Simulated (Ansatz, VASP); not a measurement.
## Two plane-wave programs on C

Contents of POSCAR:

```
C
1.0
    1.7834000000     -1.7834000000      0.0000000000
    1.7834000000      0.0000000000     -1.7834000000
    7.6686200000      6.5985800000      7.1336000000
C
12
Direct
    0.5854066667      0.6666666667      0.2708666667
   -0.0312600000      0.0000000000      0.1042000000
    0.2020733333      0.3333333333      0.4375333333
    0.4354066667      0.6666666667      0.7708666667
    0.8187400000      1.0000000000      0.6042000000
    0.0520733333      0.3333333333      0.9375333333
    0.5479066667      0.6666666667      0.3958666667
    0.9312400000      1.0000000000      0.2292000000
    0.1645733333      0.3333333333      0.5625333333
    0.3979066667      0.6666666667      0.8958666667
   -0.2187600000      0.0000000000      0.7292000000
    0.3145733333      0.3333333333      0.0625333333
```

File INCAR.step1:

```
PREC = Accurate ; ENCUT = 520
ISMEAR = 0 ; SIGMA = 0.05
LREAL = False ; LASPH = True
NELM = 80 ; NBANDS = 36
GGA = PE ; ALGO = Normal
EDIFF = 1E-4 ; LWAVE = True
LCHARG = False
```

Contents of INCAR.step2:

```
PREC = Accurate ; ENCUT = 520
EDIFF = 1E-6 ; ISMEAR = 0
SIGMA = 0.05 ; LREAL = False
LASPH = True ; NELM = 80
ALGO = Normal ; ISIF = 2
LWAVE = False ; LCHARG = False
METAGGA = R2SCAN ; LMIXTAU = True
NBANDS = 36 ; ISTART = 1
```

KPOINTS

```
Automatic mesh
0
Gamma
  10 10 2
```

Input for Ansatz:

```yaml
crystal:
  lattice:
    - [1.7834, -1.7834, 0.0]
    - [1.7834, 0.0, -1.7834]
    - [7.66862, 6.59858, 7.1336]
  atoms:
    - { symbol: C, position: [0.5854066667, 0.6666666667, 0.2708666667] }
    - { symbol: C, position: [-0.03126, 0.0, 0.1042] }
    - { symbol: C, position: [0.2020733333, 0.3333333333, 0.4375333333] }
    - { symbol: C, position: [0.4354066667, 0.6666666667, 0.7708666667] }
    - { symbol: C, position: [0.81874, 1.0, 0.6042] }
    - { symbol: C, position: [0.0520733333, 0.3333333333, 0.9375333333] }
    - { symbol: C, position: [0.5479066667, 0.6666666667, 0.3958666667] }
    - { symbol: C, position: [0.93124, 1.0, 0.2292] }
    - { symbol: C, position: [0.1645733333, 0.3333333333, 0.5625333333] }
    - { symbol: C, position: [0.3979066667, 0.6666666667, 0.8958666667] }
    - { symbol: C, position: [-0.21876, 0.0, 0.7292] }
    - { symbol: C, position: [0.3145733333, 0.3333333333, 0.0625333333] }
basis:
  ecutwfc: 500
kpoints:
  mp_grid: { grid: [10, 10, 2] }
hamiltonian:
  xc: r2scan
scf:
  occupations: { method: gaussian, width: 0.05 }
output:
  forces: true
  stress: true
  eigenvalues: true
```

Alike in both runs: task single point; functional r2SCAN; k mesh 10 × 10 × 2; occupations gaussian, width 0.05 eV; no spin polarisation.

|  | VASP | Ansatz |
| --- | --- | --- |
| version | VASP 6.6.1 | Ansatz 0.2.0 |
| potentials or method | VASP PAW PBE potentials, release 64 (C), cutoff 520 eV | scalar-relativistic, plane waves, PAW |
| valence electrons in the cell | 48 | 48 |

```tsv
	VASP	Ansatz	Ansatz less VASP
gap on the k mesh at the Fermi level (eV)	1.12	1.14	+0.020
least direct gap on the mesh (eV)	2.90	2.91	+0.011
pressure (GPa)	-0.1	-1.2	-1.08
traceless stress, the component that is largest in VASP (GPa)	-23.89	-23.90	-0.018
rms of the force components (eV/Å)	1.213	1.218	+0.0051
```

VASP's potentials were made for PBE, not for r2SCAN. Atom by atom the forces differ by 0.009 eV/Å (rms over components).
